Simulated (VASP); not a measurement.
# CuSi16 (a cell with a defect) in VASP: single point with PBEsol

Aim: the single point of CuSi16 (a cell with a defect) with PBEsol.

All numbers are computed with VASP 6.6.1; they aren't measurements. Logs are shortened: lines on timing, memory, paths and dates and some standing lists are left out, and cuts for length are marked.

### Step 1. The cell of the first run

The cell holds a defect, 17 atoms: a = 7.679 Å, b = 7.679 Å, c = 7.679 Å, α = 60.00°, β = 60.00°, γ = 60.00°.

### Step 2. Single point, PBEsol

Contents of INCAR:

```
SYSTEM = CuSi16
  PREC = Accurate
  ENCUT = 520
  EDIFF = 1E-6
  ISMEAR = 0
  SIGMA = 0.02
  LREAL = Auto
  LASPH = .True.
  NELM = 60
  ALGO = Normal
  ISIF = 2
  LWAVE = .False.
  LCHARG = .True.
  GGA = PS
  LELF = .True.
  LVHAR = .True.
  NELECT = 74.0
  NBANDS = 52
```

Contents of KPOINTS:

```
Automatic mesh
0
Gamma
  2 2 2
  0 0 0
```

Contents of POSCAR:

```
CuSi16
1.0
    0.0000000000      5.4300000000      5.4300000000
    5.4300000000      0.0000000000      5.4300000000
    5.4300000000      5.4300000000      0.0000000000
Si Cu
16 1
Direct
   -0.0051435543     -0.0076137201      0.0240481584
    0.1244357274      0.1335149171      0.1227230203
   -0.0076753223      0.0041211786      0.5064047882
    0.1093863720      0.1185913444      0.6524725599
   -0.0090317680      0.5085212707     -0.0073418969
    0.1225573665      0.6234155617      0.1211531308
   -0.0082960405      0.4970919890      0.5059910681
    0.1192248619      0.6309574586      0.6177204420
    0.5011092081      0.0023867403     -0.0085751381
    0.6261074586      0.1276768877      0.1171870166
    0.4905129834      0.0015118785      0.5048059853
    0.6193614180      0.1336072744      0.6164592081
    0.4999300184      0.5044659300     -0.0086801105
    0.6179053407      0.6292524862      0.1217589319
    0.4912584715      0.5054411602      0.4956203499
    0.6188070902      0.6289301105      0.6162663904
    1.2492326888      0.2392299263      0.2809921731
```

Potentials or basis: VASP PAW PBE potentials, release 64 (Si, Cu).

The run is started by

```bash
> cat potpaw_PBE.64/Si/POTCAR potpaw_PBE.64/Cu/POTCAR > POTCAR
> mpirun -np 1 vasp_std > vasp.out
```

OUTCAR:

```text
SYSTEM = CuSi16
   PREC = Accurate
   ENCUT = 520
   EDIFF = 1E-6
   ISMEAR = 0
   LREAL = Auto
   LASPH = .True.
   NELM = 60
   ISIF = 2
   GGA = PS
   NELECT = 74.0

 ion  position               nearest neighbor table
   1  0.995  0.992  0.024-  10 2.32   6 2.32   2 2.32   4 2.33
   2  0.124  0.134  0.123-   1 2.32   5 2.35   9 2.36   3 2.41  17 2.45
   3  0.992  0.004  0.506-  12 2.34   8 2.34   4 2.37   2 2.41  17 2.68
   4  0.109  0.119  0.652-   1 2.33  17 2.33   3 2.37   7 2.38  11 2.39
   5  0.991  0.509  0.993-  14 2.34   8 2.35   6 2.35   2 2.35  17 2.97
   6  0.123  0.623  0.121-   1 2.32   5 2.35  13 2.37   7 2.41  17 2.42
   7  0.992  0.497  0.506-  16 2.34   8 2.34   4 2.38   6 2.41  17 2.63
   8  0.119  0.631  0.618-  15 2.33   7 2.34   3 2.34   5 2.35
   9  0.501  0.002  0.991-  14 2.34  12 2.35  10 2.36   2 2.36  17 2.87
  10  0.626  0.128  0.117-   1 2.32   9 2.36  13 2.36  17 2.38  11 2.43
  11  0.491  0.002  0.505-  16 2.34  12 2.34   4 2.39  10 2.43  17 2.53
  12  0.619  0.134  0.616-  15 2.33  11 2.34   3 2.34   9 2.35
  13  0.500  0.504  0.991-  14 2.34  16 2.35  10 2.36   6 2.37  17 2.81
  14  0.618  0.629  0.122-   5 2.34   9 2.34  13 2.34  15 2.34
  15  0.491  0.505  0.496-  16 2.33  12 2.33   8 2.33  14 2.34
  16  0.619  0.629  0.616-  15 2.33  11 2.34   7 2.34  13 2.35
  17  0.249  0.239  0.281-   4 2.33  10 2.38   6 2.42   2 2.45  11 2.53   7 2.63   3 2.68  13 2.81
                             9 2.87   5 2.97

  LATTYP: Found a face centered cubic cell.
 ALAT       =    10.8600000000

  Lattice vectors:

 A1 = (   0.0000000000,   5.4300000000,   5.4300000000)
 A2 = (   5.4300000000,   0.0000000000,   5.4300000000)
 A3 = (   5.4300000000,   5.4300000000,   0.0000000000)

Analysis of symmetry for initial positions (statically):
=====================================================================
 Subroutine PRICEL returns:
 Original cell was already a primitive cell.

 Routine SETGRP: Setting up the symmetry group for a
 face centered cubic supercell.

 Subroutine GETGRP returns: Found  1 space group operations
 (whereof  1 operations were pure point group operations)
 out of a pool of 48 trial point group operations.

The static configuration has the point symmetry C_1 .

Analysis of symmetry for dynamics (positions and initial velocities):
=====================================================================
 Subroutine PRICEL returns:
 Original cell was already a primitive cell.
[... 120 lines left out ...]
   NELM   =     60;   NELMIN=  2; NELMDL= -5     # of ELM steps
   EDIFF  = 0.1E-05   stopping-criterion for ELM
   LREAL  =      T    real-space projection
   EDIFFG = 0.1E-04   stopping-criterion for IOM
   NSW    =      0    number of steps for IOM
[... 5 lines left out ...]
   TEBEG  =    0.0;   TEEND  =   0.0 temperature during run
   PSTRESS=    0.0 pullay stress
   NELECT =      74.0000    total number of electrons
   NUPDOWN=      -1.0000    fix difference up-down
   EMIN   =  10.00;   EMAX   =-10.00  energy-range for DOS
   EFERMI =   0.00;   METHOD = LEGACY
   ISMEAR =     0;   SIGMA  =   0.02  broadening in eV -4-tet -1-fermi 0-gaus
   EFERMI_NEDOS =   21; number of points for ismear=-14 and -15
   IALGO  =     38    algorithm
   IMIX   =      4    mixing-type and parameters
     AMIX     =   0.40;   BMIX     =  1.00
     AMIX_MAG =   1.60;   BMIX_MAG =  1.00
  volume/ion in A,a.u.               =      18.84       127.11
  Fermi-wavevector in a.u.,A,eV,Ry     =   1.004636  1.898488 13.732283  1.009294
  Thomas-Fermi vector in A             =   2.137265
   LORBIT       =      0    0 simple, 1 ext, 2 COOP (PROOUT), +10 PAW based schemes
   GGA     = PS    functional components
   LHFCALC =     F    Hartree Fock is set to
   AEXX    =    0.0000 exact exchange contribution
   IVDW    =     0    specifies the selected vdW correction
   LEPSILON=     F    determine dielectric tensor
   LRPA    =     F    only Hartree local field effects (RPA)
 non-spin polarized calculation
 Gauss-broadening in eV      SIGMA  =   0.02
  energy-cutoff  :      520.00
  volume of cell :      320.21
 maximum number of plane-waves:      8646
 NGX is ok and might be reduce to    60
   NGX = 29   NGY = 29   NGZ = 29

 number of electron      74.0000003 magnetization

 Free energy of the ion-electron system (eV)
  ---------------------------------------------------
  ext. energy  EPLUGINS =         0.00000000
  ---------------------------------------------------
  free energy    TOTEN  =      -100.06564062 eV

  energy without entropy =     -100.06564062  energy(sigma->0) =     -100.06564062

 E-fermi :   6.2978     XC(G=0):  -9.7526

 val. band max:        6.1985035612   @ k =   0.0000   0.0000   0.0000
 cond. band min:       6.4273642849   @ k =   0.0000   0.0000   0.0000
 fundamental gap:      0.2288607238
 Fermi energy:         6.2977606625

 k-point     1 :       0.0000    0.0000    0.0000
  band No.  band energies     occupation
      1      -5.9753      2.00000
      2      -3.6015      2.00000
      3      -3.5647      2.00000
      4      -3.5445      2.00000
      5      -3.5360      2.00000
      6      -2.1239      2.00000
[... 405 lines left out ...]
     48      10.3639      0.00000
     49      10.4062      0.00000
 [bands above 49 left out]

------------------------ aborting loop because EDIFF is reached ----------------------------------------

  FORCE on cell =-STRESS in cart. coord.  units (eV):
  Direction    XX          YY          ZZ          XY          YZ          ZX
  --------------------------------------------------------------------------------------
  -------------------------------------------------------------------------------------
  Total       -5.5870175     -5.2253488     -5.6855377     -0.2460582      0.1385032     -0.0880551
  in kB      -27.9551051    -26.1454659    -28.4480592     -1.2311725      0.6930122     -0.4405910
  external PRESSURE =     -27.5162101 kB  Pullay stress =       0.0000000 kB

 VOLUME and BASIS-vectors are now :
 -----------------------------------------------------------------------------
  energy-cutoff  :      520.00
  volume of cell :      320.21
      direct lattice vectors                 reciprocal lattice vectors
     0.000000000  5.430000000  5.430000000    -0.092081031  0.092081031  0.092081031
     5.430000000  0.000000000  5.430000000     0.092081031 -0.092081031  0.092081031
     5.430000000  5.430000000  0.000000000     0.092081031  0.092081031 -0.092081031

 POSITION                                       TOTAL-FORCE (eV/Angst)
 -----------------------------------------------------------------------------------
      5.51924      5.53265     10.79073         0.027947      0.005142     -0.020771
      1.39137      1.34207      1.40067         0.012743      0.012599      0.018182
      2.77216      8.13810      5.41070        -0.001478      0.011608      0.006252
      4.18688      4.13689      1.23792         0.032678      0.047871     -0.034036
      8.15140     10.77109      8.14223        -0.015365     -0.018797      0.015135
      4.04301      1.32335      4.05063        -0.013020      0.009314     -0.010251
[... 9 lines left out ...]
      6.76142      6.70645      6.77521        -0.011879     -0.010787     -0.002962
      2.82481      2.87912      2.65235         0.036766     -0.020640     -0.024999
 -----------------------------------------------------------------------------------
    total drift:                               -0.003401     -0.005425      0.001700

  FREE ENERGIE OF THE ION-ELECTRON SYSTEM (eV)
  ---------------------------------------------------
  free  energy   TOTEN  =      -100.0656406234 eV

  energy  without entropy=     -100.0656406234  energy(sigma->0) =     -100.06564062
```

OSZICAR:

```text
N       E                     dE             d eps       ncg     rms          rms(c)
DAV:   1     0.320954782074E+03    0.32095E+03   -0.27612E+04   832   0.123E+03
[... 11 lines left out ...]
DAV:  13    -0.100069023408E+03   -0.39805E-02   -0.51557E-02  1360   0.436E+00    0.443E-01
DAV:  14    -0.100065882937E+03    0.31405E-02   -0.14430E-02  1312   0.262E+00    0.173E-01
DAV:  15    -0.100065724783E+03    0.15815E-03   -0.16255E-03  1328   0.480E-01    0.801E-02
DAV:  16    -0.100065710006E+03    0.14777E-04   -0.12556E-04  1240   0.498E-02    0.597E-02
DAV:  17    -0.100065654897E+03    0.55109E-04   -0.60078E-05  1376   0.223E-01    0.302E-02
DAV:  18    -0.100065638168E+03    0.16728E-04   -0.94399E-05  1312   0.234E-01    0.345E-03
DAV:  19    -0.100065640629E+03   -0.24607E-05   -0.27506E-05  1064   0.196E-02    0.564E-03
DAV:  20    -0.100065640623E+03    0.54997E-08   -0.27974E-07   584   0.466E-03
   1 F= -.10006564E+03 E0= -.10006564E+03  d E =-.283610E-13
```

stdout:

```text
POSCAR found type information on POSCAR SiCu
 POSCAR found :  2 types and      17 ions
 scaLAPACK will be used
 -----------------------------------------------------------------------------
|                                                                             |
|                                                                             |
|     You enforced a specific xc type in the INCAR file but a different       |
|     I HOPE YOU KNOW WHAT YOU ARE DOING!                                     |
|                                                                             |
 -----------------------------------------------------------------------------

 LDA part: xc-table for (Slater+PW92), standard interpolation
 POSCAR, INCAR and KPOINTS ok, starting setup
 FFT: planning ... GRIDC
 FFT: planning ... GRID_SOFT
 FFT: planning ... GRID
 WAVECAR not read
 entering main loop
 the old and the new charge density differ
 old charge density:    75.00000 new   74.00000
    0.246E+01
```

Wall time 13 min (1 thread of Intel Xeon 8259CL, shared host); peak memory 0.5 GiB.

Results:

- Free energy: -100.0656 eV
- Largest force: 0.067 eV/Å

Forces in eV/Å, atoms in the order of the input:
```
Si   0.028  0.005 -0.021
Si   0.013  0.013  0.018
Si  -0.001  0.012  0.006
Si   0.033  0.048 -0.034
Si  -0.015 -0.019  0.015
Si  -0.013  0.009 -0.010
Si  -0.005  0.009  0.000
Si  -0.010 -0.017  0.009
Si  -0.002 -0.009  0.007
Si  -0.003  0.024  0.004
Si   0.000  0.010 -0.003
Si   0.000 -0.011  0.009
Si  -0.010 -0.012 -0.001
Si  -0.014 -0.023  0.010
Si  -0.023 -0.008  0.016
Si  -0.012 -0.011 -0.003
Cu   0.037 -0.021 -0.025
```

Levels at points of the mesh, in eV from the Fermi level:
```
           k point  band 35  band 36  band 37  band 38  band 39  band 40
(0.00, 0.00, 0.00)    -0.68    -0.15    -0.10     0.13     0.53     0.54
(0.50, 0.00, 0.00)    -0.80    -0.71    -0.67     0.50     1.08     1.27
(0.00, 0.50, 0.00)    -0.81    -0.72    -0.61     0.51     1.05     1.27
(0.00, 0.00, 0.50)    -0.86    -0.70    -0.69     0.42     1.15     1.31
(0.50, 0.50, 0.50)    -0.81    -0.70    -0.59     0.50     1.03     1.27
(0.50, 0.50, 0.00)    -1.43    -1.38    -0.93     0.63     1.02     2.01
(0.00, 0.50, 0.50)    -1.42    -1.38    -0.93     0.63     1.02     2.01
(0.50, 0.00, 0.50)    -1.39    -1.39    -0.90     0.62     1.03     2.00
```

Caveat: the k points lie up to 0.50 Å⁻¹ apart; the cell carries a net charge on a neutralising background, which shifts energy and pressure; the cell is charged against a uniform background, so pressure and absolute levels hang on convention; the PAW data sets were made with another functional, which shifts forces and pressure a little.
